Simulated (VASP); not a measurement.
KZr2:

```
CELL_PARAMETERS angstrom
0.00000 3.57912 3.57912
3.57912 0.00000 3.57912
3.57912 3.57912 0.00000
ATOMIC_POSITIONS crystal
K 0.00000 0.00000 0.00000
Zr 0.25000 0.25000 0.25000
Zr 0.75000 0.75000 0.75000
```

Base run:

```yaml
Program: VASP 6.6.1
Functional: revPBE
Potentials_or_basis: VASP PAW PBE potentials, release 64 (K_sv, Zr_sv)
Cutoff: 520 eV
k_mesh: 7 × 7 × 7
Occupations: fermi-dirac, width 0.05 eV
Spin: no spin polarisation
```

Its results: pressure 1.2 GPa.

Question: After a change of settings the same cell gave: pressure -3.6 GPa. Which change was it?
A. functional from revPBE to LDA; potentials or basis from VASP PAW PBE potentials, release 64 (K_sv, Zr_sv) to VASP PAW LDA potentials, release 64 (K_sv, Zr_sv)
B. functional from revPBE to PBEsol; further incar settings from ALGO = Normal; EDIFF = 1e-06; NBANDS = 24 to ALGO = Normal; EDIFF = 1e-07; NBANDS = 24
C. functional from revPBE to r2SCAN
D. functional from revPBE to PBE

Answer: A.

Caveats: the PAW data sets were made with another functional, which shifts forces and pressure a little (some runs).
